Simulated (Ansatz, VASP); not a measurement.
Two plane-wave programs on SiO

Contents of INCAR:

```
SYSTEM = SiO
ALGO = Normal
EDIFF = 1E-6
ENCUT = 520
GGA = PE
ISIF = 2
ISMEAR = -1
LASPH = .TRUE.
LCHARG = .FALSE.
LREAL = .FALSE.
LWAVE = .FALSE.
NBANDS = 12
NELM = 60
PREC = Accurate
SIGMA = 0.05
```

File KPOINTS:

```
k-points
0
G
  8 8 8
  0 0 0
```

Contents of POSCAR:

```
SiO
1.0
    0.0000000000      2.4823128000      2.4336400000
    2.4823128000      0.0000000000      2.4336400000
    2.4823128000      2.4823128000      0.0000000000
Si O
1 1
Direct
    0.7500000000      0.7500000000      0.7500000000
    0.0000000000      0.0000000000      0.0000000000
```

Contents of input.yaml:

```yaml
crystal:
  lattice:
    - [0.0, 2.4823128, 2.43364]
    - [2.4823128, 0.0, 2.43364]
    - [2.4823128, 2.4823128, 0.0]
  atoms:
    - { symbol: Si, position: [0.75, 0.75, 0.75] }
    - { symbol: O, position: [0.0, 0.0, 0.0] }
hamiltonian:
  xc: pbe
  pseudopotentials: { kind: paw }
kpoints:
  mp_grid: { grid: [8, 8, 8] }
  band_path:
    path:
      - [[0.0, 0.0, 0.0], [0.0, 0.5, 0.5], [0.2601, 0.5, 0.7601], [0.38005, 0.38005, 0.7601], [0.0, 0.0, 0.0], [-0.5, -0.5, 0.0], [-0.38005, -0.38005, 0.2399], [0.0, 0.0, 0.5], [-0.25, 0.25, 0.5], [-0.5, -0.2601, 0.2399], [-0.5, -0.5, 0.0]]
      - [[0.0, 0.5, 0.5], [-0.25, 0.25, 0.5]]
    npoints: 14
scf:
  occupations: { method: fermi_dirac, width: 0.05 }
  n_extra_bands: 6
output:
  forces: true
  stress: true
  eigenvalues: true
  fatbands: false
```

Alike in both runs: functional PBE; k mesh 8 × 8 × 8; occupations fermi-dirac, width 0.05 eV; no spin polarisation.

|  | VASP | Ansatz |
| --- | --- | --- |
| version | VASP 6.6.1 | Ansatz 0.2.0 |
| potentials or method | VASP PAW PBE potentials, release 64 (Si, O) | Ansatz PAW |
| plane-wave cutoff (eV) | 520 | 420 |
| valence electrons in the cell | 10 | 10 |
| task | single point | band structure |

VASP gave:

| Quantity | Value |
| --- | --- |
| gap on the k mesh at the Fermi level (eV) | none |
| pressure (GPa) | -2.3 |
| traceless stress, the component that is largest in VASP (GPa) | -0.40 |

**Question.** What did Ansatz give for the same quantities?

**Answer.** gap on the k mesh at the Fermi level (eV): none; pressure (GPa): -2.3; traceless stress, the component that is largest in VASP (GPa): -0.39.

A gap of «none» marks a metal or a gap that the smearing closes.
